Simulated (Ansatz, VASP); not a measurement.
# One calculation of Bi, two programs

File INCAR:

```
  PREC = Accurate
  ENCUT = 520
  EDIFF = 1E-6
  ISMEAR = -1
  SIGMA = 0.08
  LREAL = False
  LASPH = True
  NELM = 100
  ALGO = Normal
  ISIF = 2
  LWAVE = False
  LCHARG = False
  GGA = PS
  NBANDS = 14
```

KPOINTS

```
regular mesh
0
Gamma
  15 15 15
```

File POSCAR:

```
Bi
1.0
   -1.4421156213      1.4421156213      1.4421156213
    1.4421156213     -1.4421156213      1.4421156213
    1.4421156213      1.4421156213     -1.4421156213
Bi
1
Direct
    0.0000000000      0.0000000000      0.0000000000
```

Input for Ansatz:

```yaml
crystal:
  lattice:
    - [-1.4421156213, 1.4421156213, 1.4421156213]
    - [1.4421156213, -1.4421156213, 1.4421156213]
    - [1.4421156213, 1.4421156213, -1.4421156213]
  atoms:
    - { symbol: Bi, position: [0.0, 0.0, 0.0] }
kpoints:
  mp_grid: { grid: [15, 15, 15] }
  band_path:
    path:
      - [0.0, 0.0, 0.0]
      - [0.5, -0.5, 0.5]
      - [0.0, 0.0, 0.5]
      - [0.0, 0.0, 0.0]
      - [0.25, 0.25, 0.25]
      - [0.5, -0.5, 0.5]
      - [0.25, 0.25, 0.25]
      - [0.0, 0.0, 0.5]
    npoints: 8
scf:
  occupations: { method: fermi_dirac, width: 0.08 }
hamiltonian:
  xc: pbesol
  pseudopotentials: { kind: paw }
output:
  forces: true
  stress: true
  eigenvalues: true
  populations: true
  dos: { projected: true, de: 0.2, e_range: [-14, 8] }
```

Change from the starting cell: volume scaled by 0.4, PAW files.

Alike in both runs: task single point; functional PBEsol; k mesh 15 × 15 × 15; occupations fermi-dirac, width 0.08 eV; no spin polarisation.

|  | VASP | Ansatz |
| --- | --- | --- |
| version | VASP 6.6.1 | Ansatz 0.2.0 |
| potentials or method | VASP PAW PBE potentials, release 64 (Bi_d) | PAW with Ansatz's default frozen-core files, scalar-relativistic |
| plane-wave cutoff (eV) | 520 | 420 |
| valence electrons in the cell | 15 | 15 |

|  | VASP | Ansatz | Ansatz less VASP |
| --- | --- | --- | --- |
| pressure (GPa) | 475.5 | 475.3 | -0.22 |

VASP's potentials were made for PBE, not for PBEsol. Both programs put the cell under a high pressure, so it lies far from rest at this level.

Neither program's run includes spin-orbit coupling. Noted on VASP's run: the cell as given lies far from equilibrium.
